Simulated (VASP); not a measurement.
Input of a VASP 6.6.1 run:

Contents of INCAR:

```
PREC = Accurate ; ENCUT = 520
EDIFF = 1E-6 ; ISMEAR = -1
SIGMA = 0.05 ; LREAL = False
LASPH = True ; NELM = 60
ALGO = Normal ; ISIF = 2
LWAVE = False ; LCHARG = False
GGA = PE ; NBANDS = 14
```

The input KPOINTS:

```
Automatic mesh
0
Gamma
  10 10 10
```

The input POSCAR:

```
NaI
1.0
    0.0000000000      3.5573417859      3.5573417859
    3.5573417859      0.0000000000      3.5573417859
    3.5573417859      3.5573417859      0.0000000000
Na I
1 1
Direct
    0.0000000000      0.0000000000      0.0000000000
    0.2500000000      0.2500000000      0.2500000000
```

Potentials or basis: VASP PAW PBE potentials, release 64 (Na_pv, I).

Command:

```bash
$ cat potpaw_PBE.64/Na_pv/POTCAR potpaw_PBE.64/I/POTCAR > POTCAR
$ mpirun -np 1 vasp_std > vasp.out
```

Task: What does it give for the band gap on the k mesh?

Result: 3.80 eV.

Task: Estimate the pressure.

Result: 0.2 GPa.

Caveat: spin-orbit coupling is left out, which moves the levels of the heavy elements. A k mesh can miss the band edges.
